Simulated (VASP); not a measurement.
# MgO (Fm-3m) in VASP: a series of runs

Aim: see how the results for MgO move with the level of theory and the settings. Levels: r2SCAN, HSE06. Tasks: single point.

Everything below comes from runs of VASP 6.6.1. Logs are shortened: lines on timing, memory, paths and dates and some standing lists are left out, and cuts for length are marked.

### Step 1. The cell of the first run

It takes space group Fm-3m (No. 225, cubic). The conventional cell has a = 4.204 Å, b = 4.204 Å, c = 4.204 Å, α = 90.00°, β = 90.00°, γ = 90.00°. Mg (site symmetry m-3m) has 6 O at 2.10 Å within 2.8 Å. O (site symmetry m-3m) has 6 Mg at 2.10 Å within 2.8 Å.

### Step 2. Single point, r2SCAN

POSCAR

```
MgO
1.0
    0.0000000000      2.1021674168      2.1021674168
    2.1021674168      0.0000000000      2.1021674168
    2.1021674168      2.1021674168      0.0000000000
Mg O
1 1
Direct
    0.0000000000      0.0000000000      0.0000000000
    0.5000000000      0.5000000000      0.5000000000
```

INCAR.step1

```
ALGO = Normal
EDIFF = 1E-4
ENCUT = 520
GGA = PE
ISMEAR = 0
LASPH = T
LCHARG = F
LREAL = F
LWAVE = T
NBANDS = 11
NELM = 100
PREC = Accurate
SIGMA = 0.2
```

INCAR.step2

```
ALGO = Normal
EDIFF = 1E-6
ENCUT = 520
ISIF = 2
ISMEAR = 0
ISTART = 1
LASPH = T
LCHARG = T
LELF = T
LMIXTAU = T
LREAL = F
LVHAR = T
LWAVE = F
METAGGA = R2SCAN
NBANDS = 11
NELM = 100
PREC = Accurate
SIGMA = 0.2
```

KPOINTS

```
k-points
0
Gamma
  8 8 8
```

Potentials or basis: VASP PAW PBE potentials, release 64 (Mg, O).

Started as:

```
$ cat potpaw_PBE.64/Mg/POTCAR potpaw_PBE.64/O/POTCAR > POTCAR
$ cp INCAR.step1 INCAR
$ mpirun -np 1 vasp_std > vasp.out
$ cp INCAR.step2 INCAR
$ mpirun -np 1 vasp_std > vasp.out
```

OUTCAR:

```text
EDIFF = 1E-6
   ENCUT = 520
   ISIF = 2
   ISMEAR = 0
   ISTART = 1
   LASPH = T
   LREAL = F
   METAGGA = R2SCAN
   NELM = 100
   PREC = Accurate

 ion  position               nearest neighbor table
   1  0.000  0.000  0.000-   2 2.10   2 2.10   2 2.10   2 2.10   2 2.10   2 2.10
   2  0.500  0.500  0.500-   1 2.10   1 2.10   1 2.10   1 2.10   1 2.10   1 2.10

  LATTYP: Found a face centered cubic cell.
 ALAT       =     4.2043348336

  Lattice vectors:

 A1 = (   0.0000000000,   2.1021674168,   2.1021674168)
 A2 = (   2.1021674168,   0.0000000000,   2.1021674168)
 A3 = (   2.1021674168,   2.1021674168,   0.0000000000)

Analysis of symmetry for initial positions (statically):
=====================================================================
 Subroutine PRICEL returns:
 Original cell was already a primitive cell.

 Routine SETGRP: Setting up the symmetry group for a
 face centered cubic supercell.

 Subroutine GETGRP returns: Found 48 space group operations
[... 9 lines left out ...]

 Routine SETGRP: Setting up the symmetry group for a
 face centered cubic supercell.

 Subroutine GETGRP returns: Found 48 space group operations
[... 11 lines left out ...]
                                     Primitive cell

  volume of cell :      18.5794

  direct lattice vectors                    reciprocal lattice vectors
     0.000000000  2.102167417  2.102167417    -0.237849753  0.237849753  0.237849753
     2.102167417  0.000000000  2.102167417     0.237849753 -0.237849753  0.237849753
     2.102167417  2.102167417  0.000000000     0.237849753  0.237849753 -0.237849753

  length of vectors
     2.972913671  2.972913671  2.972913671     0.411967856  0.411967856  0.411967856

  position of ions in fractional coordinates (direct lattice)
     0.000000000  0.000000000  0.000000000
     0.500000000  0.500000000  0.500000000

  ion indices of the primitive-cell ions
   primitive index   ion index
                 1           1
                 2           2

----------------------------------------------------------------------------------------

 KPOINTS: k-points

Automatic generation of k-mesh.
 Grid dimensions read from file:
 generate k-points for:    8    8    8

 Generating k-lattice:

  Cartesian coordinates                     Fractional coordinates (reciprocal lattice)
    -0.029731219  0.029731219  0.029731219     0.125000000  0.000000000  0.000000000
     0.029731219 -0.029731219  0.029731219     0.000000000  0.125000000  0.000000000
     0.029731219  0.029731219 -0.029731219     0.000000000  0.000000000  0.125000000

[... 63 lines left out ...]
   ISYM   =      2    0-nonsym 1-usesym 2-fastsym
   POTIM  = 0.5000    time-step for ionic-motion
   TEBEG  =    0.0;   TEEND  =   0.0 temperature during run
   PSTRESS=    0.0 pullay stress
   NELECT =       8.0000    total number of electrons
   NUPDOWN=      -1.0000    fix difference up-down
   EMIN   =  10.00;   EMAX   =-10.00  energy-range for DOS
   EFERMI =   0.00;   METHOD = LEGACY
   ISMEAR =     0;   SIGMA  =   0.20  broadening in eV -4-tet -1-fermi 0-gaus
   EFERMI_NEDOS =   21; number of points for ismear=-14 and -15
   IALGO  =     38    algorithm
   IMIX   =      4    mixing-type and parameters
     AMIX     =   0.40;   BMIX     =  1.00
     AMIX_MAG =   1.60;   BMIX_MAG =  1.00
  volume/ion in A,a.u.               =       9.29        62.69
  Fermi-wavevector in a.u.,A,eV,Ry     =   1.236216  2.336109 20.792816  1.528229
  Thomas-Fermi vector in A             =   2.370833
   LORBIT       =      0    0 simple, 1 ext, 2 COOP (PROOUT), +10 PAW based schemes
   METAGGA = R2SCAN    functional components
   LHFCALC =     F    Hartree Fock is set to
   AEXX    =    0.0000 exact exchange contribution
   IVDW    =     0    specifies the selected vdW correction
   LEPSILON=     F    determine dielectric tensor
   LRPA    =     F    only Hartree local field effects (RPA)
 non-spin polarized calculation
 Gauss-broadening in eV      SIGMA  =   0.20
  energy-cutoff  :      520.00
  volume of cell :       18.58
 maximum number of plane-waves:       531
 NGX is ok and might be reduce to    24
   NGX = 11   NGY = 11   NGZ = 11

 number of electron       8.0000004 magnetization

 Free energy of the ion-electron system (eV)
  ---------------------------------------------------
  ext. energy  EPLUGINS =         0.00000000
  ---------------------------------------------------
  free energy    TOTEN  =       -16.16108299 eV

  energy without entropy =      -16.16108299  energy(sigma->0) =      -16.16108299

 E-fermi :   3.7194     XC(G=0): -11.6234

 val. band max:        2.8164176002   @ k =   0.0000   0.0000   0.0000
 cond. band min:       8.4763653582   @ k =   0.0000   0.0000   0.0000
 fundamental gap:      5.6599477580
 Fermi energy:         3.7194109673

 k-point     1 :       0.0000    0.0000    0.0000
  band No.  band energies     occupation
      1     -15.4124      2.00000
      2       2.8164      2.00000
      3       2.8164      2.00000
      4       2.8164      2.00000
      5       8.4764      0.00000
      6      19.6823      0.00000
      7      19.6823      0.00000
      8      19.6823      0.00000
      9      23.8436      0.00000
     10      25.6170      0.00000
     11      25.6170      0.00000
[... 309 lines left out ...]
 k-point    24 :      -0.3750    0.2500    0.1250
  band No.  band energies     occupation
      1     -14.0031      2.00000
      2      -1.2021      2.00000
      3       0.8625      2.00000
      4       1.8031      2.00000
      5      13.4817      0.00000
      6      16.2039      0.00000
      7      17.5216      0.00000
      8      20.9891      0.00000
      9      24.6541      0.00000
     10      26.3891      0.00000
     11      30.6234      0.00000

 [... further k-points ...]

------------------------ aborting loop because EDIFF is reached ----------------------------------------

  FORCE on cell =-STRESS in cart. coord.  units (eV):
  Direction    XX          YY          ZZ          XY          YZ          ZX
  --------------------------------------------------------------------------------------
  -------------------------------------------------------------------------------------
  Total       -0.1317786     -0.1317786     -0.1317786     -0.0000000      0.0000000      0.0000000
  in kB      -11.3637999    -11.3637999    -11.3637999     -0.0000000      0.0000000      0.0000000
  external PRESSURE =     -11.3637999 kB  Pullay stress =       0.0000000 kB

 VOLUME and BASIS-vectors are now :
 -----------------------------------------------------------------------------
  energy-cutoff  :      520.00
  volume of cell :       18.58
      direct lattice vectors                 reciprocal lattice vectors
     0.000000000  2.102167417  2.102167417    -0.237849753  0.237849753  0.237849753
     2.102167417  0.000000000  2.102167417     0.237849753 -0.237849753  0.237849753
     2.102167417  2.102167417  0.000000000     0.237849753  0.237849753 -0.237849753

 POSITION                                       TOTAL-FORCE (eV/Angst)
 -----------------------------------------------------------------------------------
      0.00000      0.00000      0.00000         0.000000      0.000000      0.000000
      2.10217      2.10217      2.10217        -0.000000     -0.000000      0.000000
 -----------------------------------------------------------------------------------
    total drift:                               -0.000000     -0.000000      0.000000

  FREE ENERGIE OF THE ION-ELECTRON SYSTEM (eV)
  ---------------------------------------------------
  free  energy   TOTEN  =       -16.1610829889 eV

  energy  without entropy=      -16.1610829889  energy(sigma->0) =      -16.16108299
```

OUTCAR.step1:

```text
EDIFF = 1E-4
   ENCUT = 520
   GGA = PE
   ISMEAR = 0
   LASPH = T
[... 557 lines left out ...]
 -----------------------------------------------------------------------------------
      0.00000      0.00000      0.00000         0.000000      0.000000     -0.000000
      2.10217      2.10217      2.10217        -0.000000     -0.000000      0.000000
 -----------------------------------------------------------------------------------
    total drift:                               -0.000000     -0.000000      0.000000

  FREE ENERGIE OF THE ION-ELECTRON SYSTEM (eV)
  ---------------------------------------------------
  free  energy   TOTEN  =       -11.9025525825 eV

  energy  without entropy=      -11.9025525825  energy(sigma->0) =      -11.90255258
```

OSZICAR.step1:

```text
N       E                     dE             d eps       ncg     rms          rms(c)
DAV:   1     0.135338402615E+02    0.13534E+02   -0.46257E+03   734   0.648E+02
DAV:   2    -0.128738815313E+02   -0.26408E+02   -0.26001E+02   749   0.135E+02
DAV:   3    -0.134625722324E+02   -0.58869E+00   -0.58820E+00   758   0.175E+01
DAV:   4    -0.134639899655E+02   -0.14177E-02   -0.14177E-02   698   0.982E-01
DAV:   5    -0.134639944279E+02   -0.44624E-05   -0.44624E-05   711   0.535E-02    0.722E+00
DAV:   6    -0.119195388810E+02    0.15445E+01   -0.87429E+00   665   0.163E+01    0.221E+00
DAV:   7    -0.119080597298E+02    0.11479E-01   -0.51866E-02   695   0.207E+00    0.134E+00
DAV:   8    -0.119028963171E+02    0.51634E-02   -0.26970E-02   671   0.185E+00    0.230E-01
DAV:   9    -0.119025524730E+02    0.34384E-03   -0.52528E-04   722   0.160E-01    0.129E-01
DAV:  10    -0.119025525825E+02   -0.10954E-06   -0.45391E-04   659   0.158E-01
   1 F= -.11902553E+02 E0= -.11902553E+02  d E =-.963245E-11
```

It took 16 s on 1 thread of Intel Xeon 6975P-C, shared host; peak memory 0.14 GiB.

What came out:

| Item | Value |
| --- | --- |
| Free energy | -16.1611 eV |
| Pressure | -1.1 GPa |
| Band gap on the k mesh | 5.66 eV, direct |

Caveat: the PAW data sets were made with another functional, which shifts forces and pressure a little.

### Step 3. Single point, HSE06

POSCAR is that of step 2.

INCAR.step1

```
PREC = Accurate ; ENCUT = 520
EDIFF = 1E-5 ; ISMEAR = 0
SIGMA = 0.01 ; LREAL = F
LASPH = T ; NELM = 80
ALGO = Normal ; ISIF = 2
LWAVE = T ; LCHARG = F
NBANDS = 11 ; GGA = PE
```

INCAR.step2

```
PREC = Accurate ; ENCUT = 520
EDIFF = 1E-7 ; ISMEAR = 0
SIGMA = 0.01 ; LREAL = F
LASPH = T ; NELM = 80
ALGO = Normal ; ISIF = 2
LWAVE = F ; LCHARG = F
GGA = PE ; LHFCALC = T
HFSCREEN = 0.2079 ; PRECFOCK = Normal
NBANDS = 11 ; ISTART = 1
```

KPOINTS

```
regular mesh
0
Gamma
  6 6 6
```

Potentials or basis: VASP PAW PBE potentials, release 64 (Mg, O).

Started as:

```
$ cat potpaw_PBE.64/Mg/POTCAR potpaw_PBE.64/O/POTCAR > POTCAR
$ cp INCAR.step1 INCAR
$ mpirun -np 1 vasp_std > vasp.out
$ cp INCAR.step2 INCAR
$ mpirun -np 1 vasp_std > vasp.out
```

OUTCAR:

```text
PREC = Accurate
   ENCUT = 520
   EDIFF = 1E-7
   ISMEAR = 0
   LREAL = F
   LASPH = T
   NELM = 80
   ISIF = 2
   GGA = PE
   LHFCALC = T
   HFSCREEN = 0.2079
   PRECFOCK = Normal
   ISTART = 1

 ion  position               nearest neighbor table
   1  0.000  0.000  0.000-   2 2.10   2 2.10   2 2.10   2 2.10   2 2.10   2 2.10
   2  0.500  0.500  0.500-   1 2.10   1 2.10   1 2.10   1 2.10   1 2.10   1 2.10

  LATTYP: Found a face centered cubic cell.
 ALAT       =     4.2043348336

  Lattice vectors:

 A1 = (   0.0000000000,   2.1021674168,   2.1021674168)
 A2 = (   2.1021674168,   0.0000000000,   2.1021674168)
 A3 = (   2.1021674168,   2.1021674168,   0.0000000000)

Analysis of symmetry for initial positions (statically):
=====================================================================
 Subroutine PRICEL returns:
 Original cell was already a primitive cell.

 Routine SETGRP: Setting up the symmetry group for a
 face centered cubic supercell.

 Subroutine GETGRP returns: Found 48 space group operations
[... 9 lines left out ...]

 Routine SETGRP: Setting up the symmetry group for a
[... 162 lines left out ...]
  band No.  band energies     occupation
      1     -16.8713      2.00000
      2       1.9809      2.00000
      3       1.9809      2.00000
      4       1.9809      2.00000
      5       8.4775      0.00000
      6      19.7653      0.00000
      7      19.7653      0.00000
      8      19.7653      0.00000
      9      23.7090      0.00000
     10      25.6480      0.00000
     11      25.6480      0.00000
[... 197 lines left out ...]
 k-point    16 :      -0.3333    0.5000    0.1667
  band No.  band energies     occupation
      1     -15.1922      2.00000
      2      -1.8556      2.00000
      3      -0.4385      2.00000
      4       0.1775      2.00000
      5      14.4200      0.00000
      6      15.4274      0.00000
      7      16.6563      0.00000
      8      20.7455      0.00000
      9      24.5848      0.00000
     10      28.9423      0.00000
     11      30.6404      0.00000

------------------------ aborting loop because EDIFF is reached ----------------------------------------

  FORCE on cell =-STRESS in cart. coord.  units (eV):
  Direction    XX          YY          ZZ          XY          YZ          ZX
  --------------------------------------------------------------------------------------
  -------------------------------------------------------------------------------------
  Total       -0.0742898     -0.0742898     -0.0742898      0.0000000      0.0000000      0.0000000
  in kB       -6.4063069     -6.4063069     -6.4063069      0.0000000      0.0000000      0.0000000
  external PRESSURE =      -6.4063069 kB  Pullay stress =       0.0000000 kB

 VOLUME and BASIS-vectors are now :
 -----------------------------------------------------------------------------
  energy-cutoff  :      520.00
  volume of cell :       18.58
      direct lattice vectors                 reciprocal lattice vectors
     0.000000000  2.102167417  2.102167417    -0.237849753  0.237849753  0.237849753
     2.102167417  0.000000000  2.102167417     0.237849753 -0.237849753  0.237849753
     2.102167417  2.102167417  0.000000000     0.237849753  0.237849753 -0.237849753

 POSITION                                       TOTAL-FORCE (eV/Angst)
 -----------------------------------------------------------------------------------
      0.00000      0.00000      0.00000        -0.000000     -0.000000     -0.000000
      2.10217      2.10217      2.10217         0.000000      0.000000      0.000000
 -----------------------------------------------------------------------------------
    total drift:                               -0.000077     -0.000105     -0.000104

  FREE ENERGIE OF THE ION-ELECTRON SYSTEM (eV)
  ---------------------------------------------------
  free  energy   TOTEN  =       -14.2100097430 eV

  energy  without entropy=      -14.2100097430  energy(sigma->0) =      -14.21000974
```

OUTCAR.step1:

```text
PREC = Accurate
   ENCUT = 520
   EDIFF = 1E-5
   ISMEAR = 0
   LREAL = F
   LASPH = T
[... 434 lines left out ...]
 -----------------------------------------------------------------------------------
      0.00000      0.00000      0.00000         0.000000      0.000000      0.000000
      2.10217      2.10217      2.10217        -0.000000     -0.000000      0.000000
 -----------------------------------------------------------------------------------
    total drift:                               -0.000000     -0.000000      0.000000

  FREE ENERGIE OF THE ION-ELECTRON SYSTEM (eV)
  ---------------------------------------------------
  free  energy   TOTEN  =       -11.9022108248 eV

  energy  without entropy=      -11.9022108248  energy(sigma->0) =      -11.90221082
```

OSZICAR.step1:

```text
N       E                     dE             d eps       ncg     rms          rms(c)
DAV:   1     0.130379093155E+02    0.13038E+02   -0.46173E+03   416   0.652E+02
DAV:   2    -0.128909558868E+02   -0.25929E+02   -0.24671E+02   397   0.130E+02
DAV:   3    -0.134622975458E+02   -0.57134E+00   -0.57108E+00   427   0.169E+01
DAV:   4    -0.134639652273E+02   -0.16677E-02   -0.16676E-02   388   0.999E-01
DAV:   5    -0.134639704623E+02   -0.52350E-05   -0.52351E-05   415   0.555E-02    0.722E+00
DAV:   6    -0.119188733168E+02    0.15451E+01   -0.87016E+00   364   0.163E+01    0.221E+00
DAV:   7    -0.119077335220E+02    0.11140E-01   -0.54154E-02   382   0.210E+00    0.134E+00
DAV:   8    -0.119025741880E+02    0.51593E-02   -0.27212E-02   385   0.186E+00    0.234E-01
DAV:   9    -0.119022133448E+02    0.36084E-03   -0.55568E-04   397   0.165E-01    0.131E-01
DAV:  10    -0.119022088863E+02    0.44586E-05   -0.47321E-04   391   0.161E-01    0.882E-03
DAV:  11    -0.119022108248E+02   -0.19385E-05   -0.23962E-06   203   0.132E-02
   1 F= -.11902211E+02 E0= -.11902211E+02  d E =-.846799E-23
```

Run time: 7.6 min. Hardware: 1 thread of Intel Xeon 6975P-C, shared host; peak memory 0.25 GiB.

What came out:

```
Free energy            : -14.2100 eV
Pressure               : -0.6 GPa
Band gap on the k mesh : 6.50 eV, direct
```

Caveat: the k points lie up to 0.43 Å⁻¹ apart; the PAW data sets were made with another functional, which shifts forces and pressure a little.
